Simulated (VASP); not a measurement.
# SnO (Pm) in VASP: notebook

SnO is run at these levels: PBE; tasks: single point.

Program: VASP 6.6.1. These are calculated values, not measurements. Logs are shortened: lines on timing, memory, paths and dates and some standing lists are left out, and cuts for length are marked.

## (1) The cell of the first run

The structure is monoclinic, space group Pm (No. 6). Conventional cell: a = 3.802 Å, b = 3.802 Å, c = 4.836 Å, α = 90.00°, β = 90.00°, γ = 90.00°. Sn (site symmetry m) has 4 O at 2.22 to 2.24 Å within 2.9 Å. Within 2.6 Å of Sn (site symmetry m) lie 4 O at 1.97 to 2.48 Å. O (site symmetry m) has 4 Sn at 1.97 to 2.48 Å and 2 O at 2.49 Å within 2.6 Å. O (site symmetry m) has 4 Sn at 2.22 Å and 2 O at 2.49 Å within 2.9 Å.

## (2) Single point, PBE (atom 3 (O) moved by (-0.300, +0.000) A along x and z)

The input, INCAR:

```
PREC     = Accurate       # precision mode
ENCUT    = 520            # plane-wave cutoff, eV
EDIFF    = 1E-6           # SCF threshold, eV
ISMEAR   = 0              # smearing method
SIGMA    = 0.15           # smearing width, eV
LREAL    = F              # projectors in reciprocal space
LASPH    = T              # aspherical terms in the spheres
NELM     = 60             # most SCF steps
ALGO     = Normal         # electronic algorithm
ISIF     = 2              # what is computed and relaxed
LWAVE    = F              # write WAVECAR
LCHARG   = F              # write CHGCAR
GGA      = PE             # functional
NBANDS   = 28             # bands
```

The input, KPOINTS:

```
Automatic mesh
0
Gamma
  12 12 10
```

The input, POSCAR:

```
SnO
1.0
    3.8020000000      0.0000000000      0.0000000000
    0.0000000000      3.8020000000      0.0000000000
    0.0000000000      0.0000000000      4.8360000000
Sn O
2 2
Direct
    0.0000000000      0.5000000000      0.2385000000
    0.5000000000      0.0000000000      0.7615000000
   -0.0789058390      0.0000000000      0.0000000000
    0.5000000000      0.5000000000      0.0000000000
```

Potentials or basis: VASP PAW PBE potentials, release 64 (Sn_d, O).

Started as:

```bash
$ cat potpaw_PBE.64/Sn_d/POTCAR potpaw_PBE.64/O/POTCAR > POTCAR
$ mpirun -np 1 vasp_std > vasp.out
```

OUTCAR:

```text
PREC = Accurate
   ENCUT = 520
   EDIFF = 1E-6
   ISMEAR = 0
   LREAL = F
   LASPH = T
   NELM = 60
   ISIF = 2
   GGA = PE

 ion  position               nearest neighbor table
   1  0.000  0.500  0.239-   4 2.22   4 2.22   3 2.24   3 2.24   2 3.54   2 3.54   2 3.54   2 3.54
                             2 3.69   2 3.69   2 3.69   2 3.69
   2  0.500  0.000  0.761-   3 1.97   4 2.22   4 2.22   3 2.48   1 3.54   1 3.54   1 3.54   1 3.54
                             1 3.69   1 3.69   1 3.69   1 3.69
   3  0.921  0.000  0.000-   2 1.97   1 2.24   1 2.24   2 2.48
   4  0.500  0.500  0.000-   1 2.22   2 2.22   2 2.22   1 2.22

  LATTYP: Found a simple tetragonal cell.
 ALAT       =     3.8020000000
 C/A-ratio  =     1.2719621252

  Lattice vectors:

 A1 = (   3.8020000000,   0.0000000000,   0.0000000000)
 A2 = (   0.0000000000,   3.8020000000,   0.0000000000)
 A3 = (   0.0000000000,   0.0000000000,   4.8360000000)

Analysis of symmetry for initial positions (statically):
=====================================================================
 Subroutine PRICEL returns:
 Original cell was already a primitive cell.

 Routine SETGRP: Setting up the symmetry group for a
 simple tetragonal supercell.

 Subroutine GETGRP returns: Found  2 space group operations
 (whereof  2 operations were pure point group operations)
 out of a pool of 16 trial point group operations.

The static configuration has the point symmetry C_1h.

Analysis of symmetry for dynamics (positions and initial velocities):
=====================================================================
 Subroutine PRICEL returns:
 Original cell was already a primitive cell.

 Routine SETGRP: Setting up the symmetry group for a
 simple tetragonal supercell.

 Subroutine GETGRP returns: Found  2 space group operations
 (whereof  2 operations were pure point group operations)
 out of a pool of 16 trial point group operations.

The dynamic configuration has the point symmetry C_1h.

 Subroutine INISYM returns: Found  2 space group operations
 (whereof  2 operations are pure point group operations),
 and found     1 'primitive' translations

----------------------------------------------------------------------------------------

                                     Primitive cell

  volume of cell :      69.9054

  direct lattice vectors                    reciprocal lattice vectors
     3.802000000  0.000000000  0.000000000     0.263019463  0.000000000  0.000000000
     0.000000000  3.802000000  0.000000000     0.000000000  0.263019463  0.000000000
     0.000000000  0.000000000  4.836000000     0.000000000  0.000000000  0.206782465

  length of vectors
     3.802000000  3.802000000  4.836000000     0.263019463  0.263019463  0.206782465

  position of ions in fractional coordinates (direct lattice)
     0.000000000  0.500000000  0.238500000
     0.500000000  0.000000000  0.761500000
     0.921094161  0.000000000  0.000000000
     0.500000000  0.500000000  0.000000000

  ion indices of the primitive-cell ions
   primitive index   ion index
                 1           1
                 2           2
                 3           3
                 4           4

----------------------------------------------------------------------------------------

 KPOINTS: Automatic mesh

Automatic generation of k-mesh.
 Grid dimensions read from file:
 generate k-points for:   12   12   10

 Generating k-lattice:

  Cartesian coordinates                     Fractional coordinates (reciprocal lattice)
     0.021918289  0.000000000  0.000000000     0.083333333  0.000000000  0.000000000
     0.000000000  0.021918289  0.000000000     0.000000000  0.083333333  0.000000000
     0.000000000  0.000000000  0.020678246     0.000000000  0.000000000  0.100000000

  Length of vectors
     0.021918289  0.021918289  0.020678246

  Shift w.r.t. Gamma in fractional coordinates (k-lattice)
     0.000000000  0.000000000  0.000000000

 Subroutine IBZKPT returns following result:
 ===========================================

 Found    434 irreducible k-points:

 Following reciprocal coordinates:
            Coordinates               Weight
  0.000000  0.000000  0.000000      1.000000
  0.083333  0.000000  0.000000      2.000000
  0.000000  0.083333  0.000000      2.000000
  0.166667  0.000000  0.000000      2.000000
  0.000000  0.166667  0.000000      2.000000
  0.250000  0.000000  0.000000      2.000000
[... 16 lines left out ...]
  0.500000  0.083333  0.000000      2.000000
 -0.083333  0.500000  0.000000      2.000000
 [... further k-points ...]
   k-points           NKPTS =    434   k-points in BZ     NKDIM =    434   number of bands    NBANDS=     28
   number of dos      NEDOS =    301   number of ions     NIONS =      4
   total plane-waves  NPLWV =  28224
   dimension x,y,z NGX =    28 NGY =   28 NGZ =   36
   dimension x,y,z NGXF=    56 NGYF=   56 NGZF=   72
   ions per type =               2   2
   NGX,Y,Z   is equivalent  to a cutoff of  12.24, 12.24, 12.38 a.u.
   NGXF,Y,Z  is equivalent  to a cutoff of  24.49, 24.49, 24.75 a.u.
 SYSTEM =  unknown system
   PREC   = accura    normal or accurate (medium, high low for compatibility)
   ISTART =      0    job   : 0-new  1-cont  2-samecut
   ICHARG =      2    charge: 1-file 2-atom 10-const
   ISPIN  =      1    spin polarized calculation?
   LNONCOLLINEAR =      F non collinear calculations
   LSORBIT =      F    spin-orbit coupling
   LASPH  =      T    aspherical Exc in radial PAW
   ENCUT  =  520.0 eV  38.22 Ry    6.18 a.u.   7.07  7.07  8.99*2*pi/ulx,y,z
   NELM   =     60;   NELMIN=  2; NELMDL= -5     # of ELM steps
   EDIFF  = 0.1E-05   stopping-criterion for ELM
   LREAL  =      F    real-space projection
   EDIFFG = 0.1E-04   stopping-criterion for IOM
   NSW    =      0    number of steps for IOM
   IBRION =     -1    ionic relax: 0-MD 1-quasi-New 2-CG
   NFREE  =      0    steps in history (QN), initial steepest desc. (CG)
   ISIF   =      2    stress and relaxation
   ISYM   =      2    0-nonsym 1-usesym 2-fastsym
   POTIM  = 0.5000    time-step for ionic-motion
   TEBEG  =    0.0;   TEEND  =   0.0 temperature during run
   PSTRESS=    0.0 pullay stress
   NELECT =      40.0000    total number of electrons
   NUPDOWN=      -1.0000    fix difference up-down
   EMIN   =  10.00;   EMAX   =-10.00  energy-range for DOS
   EFERMI =   0.00;   METHOD = LEGACY
   ISMEAR =     0;   SIGMA  =   0.15  broadening in eV -4-tet -1-fermi 0-gaus
   EFERMI_NEDOS =   21; number of points for ismear=-14 and -15
   IALGO  =     38    algorithm
   IMIX   =      4    mixing-type and parameters
     AMIX     =   0.40;   BMIX     =  1.00
     AMIX_MAG =   1.60;   BMIX_MAG =  1.00
  volume/ion in A,a.u.               =      17.48       117.94
  Fermi-wavevector in a.u.,A,eV,Ry     =   1.359121  2.568365 25.132801  1.847209
  Thomas-Fermi vector in A             =   2.485896
   LORBIT       =      0    0 simple, 1 ext, 2 COOP (PROOUT), +10 PAW based schemes
   GGA     = PE    functional components
   LHFCALC =     F    Hartree Fock is set to
   AEXX    =    0.0000 exact exchange contribution
   IVDW    =     0    specifies the selected vdW correction
   LEPSILON=     F    determine dielectric tensor
   LRPA    =     F    only Hartree local field effects (RPA)
 non-spin polarized calculation
 Gauss-broadening in eV      SIGMA  =   0.15
  energy-cutoff  :      520.00
  volume of cell :       69.91
 maximum number of plane-waves:      1904
   NGX = 15   NGY = 15   NGZ = 17

 number of electron      39.9999993 magnetization

 Free energy of the ion-electron system (eV)
  ---------------------------------------------------
  ext. energy  EPLUGINS =         0.00000000
  ---------------------------------------------------
  free energy    TOTEN  =       -22.24344986 eV

  energy without entropy =      -22.24239282  energy(sigma->0) =      -22.24292134

 E-fermi :   7.3306     XC(G=0): -10.2616

 val. band max:        7.2437817083   @ k =   0.0000   0.0000   0.0000
 cond. band min:       7.3324522881   @ k =   0.5000   0.5000   0.0000
 fundamental gap:      0.0886705797
 Fermi energy:         7.3306030976

 k-point     1 :       0.0000    0.0000    0.0000
  band No.  band energies     occupation
      1     -14.8926      2.00000
      2     -14.5230      2.00000
      3     -14.3981      2.00000
      4     -14.3952      2.00000
      5     -14.3634      2.00000
      6     -14.3510      2.00000
[... 20 lines left out ...]
     27      14.3063      0.00000
     28      14.3679      0.00000

 k-point     2 :       0.0833    0.0000    0.0000
  band No.  band energies     occupation
      1     -14.8907      2.00000
      2     -14.5277      2.00000
      3     -14.3967      2.00000
      4     -14.3959      2.00000
      5     -14.3641      2.00000
      6     -14.3511      2.00000
[... 20 lines left out ...]
     27      14.3126      0.00000
     28      15.0277      0.00000

 k-point     3 :       0.0000    0.0833    0.0000
  band No.  band energies     occupation
      1     -14.8905      2.00000
      2     -14.5304      2.00000
      3     -14.3985      2.00000
      4     -14.3913      2.00000
      5     -14.3651      2.00000
      6     -14.3490      2.00000
[... 20 lines left out ...]
     27      14.3425      0.00000
     28      14.9507      0.00000

 k-point     4 :       0.1667    0.0000    0.0000
  band No.  band energies     occupation
      1     -14.8855      2.00000
      2     -14.5475      2.00000
      3     -14.4006      2.00000
      4     -14.3927      2.00000
      5     -14.3658      2.00000
      6     -14.3547      2.00000
[... 578 lines left out ...]
     27      15.5025      0.00000
     28      16.0942      0.00000

 k-point    23 :       0.5000    0.0833    0.0000
  band No.  band energies     occupation
      1     -14.8589      2.00000
      2     -14.7007      2.00000
      3     -14.3960      2.00000
      4     -14.3791      2.00000
      5     -14.3622      2.00000
      6     -14.3519      2.00000
[... 20 lines left out ...]
     27      15.6951      0.00000
     28      15.8080      0.00000

 k-point    24 :      -0.0833    0.5000    0.0000
  band No.  band energies     occupation
      1     -14.8604      2.00000
      2     -14.6944      2.00000
      3     -14.3789      2.00000
      4     -14.3765      2.00000
      5     -14.3527      2.00000
      6     -14.3446      2.00000
[... 20 lines left out ...]
     27      15.6552      0.00000
     28      15.8632      0.00000

 [... further k-points ...]

------------------------ aborting loop because EDIFF is reached ----------------------------------------

  FORCE on cell =-STRESS in cart. coord.  units (eV):
  Direction    XX          YY          ZZ          XY          YZ          ZX
  --------------------------------------------------------------------------------------
  -------------------------------------------------------------------------------------
  Total        4.4239722      2.8232121      2.5319760      0.0000000      0.0000000      1.8629787
  in kB      101.3940451     64.7058535     58.0309469      0.0000000      0.0000000     42.6980407
  external PRESSURE =      74.7102818 kB  Pullay stress =       0.0000000 kB

 VOLUME and BASIS-vectors are now :
 -----------------------------------------------------------------------------
  energy-cutoff  :      520.00
  volume of cell :       69.91
      direct lattice vectors                 reciprocal lattice vectors
     3.802000000  0.000000000  0.000000000     0.263019463  0.000000000  0.000000000
     0.000000000  3.802000000  0.000000000     0.000000000  0.263019463  0.000000000
     0.000000000  0.000000000  4.836000000     0.000000000  0.000000000  0.206782465

 POSITION                                       TOTAL-FORCE (eV/Angst)
 -----------------------------------------------------------------------------------
      0.00000      1.90100      1.15339        -0.255762      0.000000      0.286760
      1.90100      0.00000      3.68261        -1.509815      0.000000     -1.354026
      3.50200      0.00000      0.00000         3.131243      0.000000      1.151955
      1.90100      1.90100      0.00000        -1.365666      0.000000     -0.084690
 -----------------------------------------------------------------------------------
    total drift:                               -0.000042      0.000000      0.000190

  FREE ENERGIE OF THE ION-ELECTRON SYSTEM (eV)
  ---------------------------------------------------
  free  energy   TOTEN  =       -22.2434498570 eV

  energy  without entropy=      -22.2423928156  energy(sigma->0) =      -22.24292134
```

It took 17 min on 1 thread of Intel Xeon Platinum 8375C at 2.90GHz (Ice Lake), shared host; peak memory 0.7 GiB.

What came out:

| Quantity | Value |
| --- | --- |
| Free energy | -22.2434 eV |
| Pressure | 7.5 GPa |
| Largest force | 3.336 eV/Å |
| Band gap on the k mesh | zero (band 20 reaches 7.24 eV, above the bottom of band 21 at 7.23 eV) |

Forces on the atoms (eV/Å):
```
Sn  -0.256  0.000  0.287
Sn  -1.510  0.000 -1.354
O    3.131  0.000  1.152
O   -1.366  0.000 -0.085
```

Caveat: the cell differs from its parent crystal (atom 3 (O) moved by (-0.300, +0.000) A along x and z); spin-orbit coupling is left out, which moves the levels of the heavy elements; forces of over 1 eV/Å act on the atoms, so gaps and moduli don't describe the material at rest.

[end of part 1 of 2]
